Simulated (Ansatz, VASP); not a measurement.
MgBe2SO2 in VASP and in Ansatz

```
Mg Be S O
1.0
     4.35100    0.00000    0.00000
     0.00000    4.35100    0.00000
     0.00000    0.00000    4.14214
Mg Be S O
1 2 1 2
Direct
  0.50000 0.50000 0.50000
  0.00000 0.50000 0.00000
  0.50000 0.00000 0.00000
  0.50000 0.50000 0.00000
  0.00000 0.50000 0.50000
  0.50000 0.00000 0.50000
```

Alike in both runs: task relaxation of cell and atoms; functional PBE; k mesh 10 × 10 × 10; occupations gaussian, width 0.1 eV; no spin polarisation.

|  | VASP | Ansatz |
| --- | --- | --- |
| version | VASP 6.6.1 | Ansatz 0.2.0 |
| potentials or method | VASP PAW PBE potentials, release 64 (Mg, Be, S, O), cutoff 600 eV | scalar-relativistic, plane waves, PAW |
| valence electrons in the cell | 24 | 32 |

Ansatz gave:

```
gap on the k mesh at the Fermi level, each at its own relaxed structure (eV) : none
relaxed volume (Å³/atom)                                                     : 13.07
relaxed cell length with the largest relative difference (Å)                 : 4.142
```

Which values does VASP return?

gap on the k mesh at the Fermi level, each at its own relaxed structure (eV): none; relaxed volume (Å³/atom): 13.04; relaxed cell length with the largest relative difference (Å): 4.151.

A gap of «none» marks a metal or a gap that the smearing closes. VASP's potentials hold 24 valence electrons a cell and Ansatz's 32, so a difference there can come from the potentials and not from the codes.
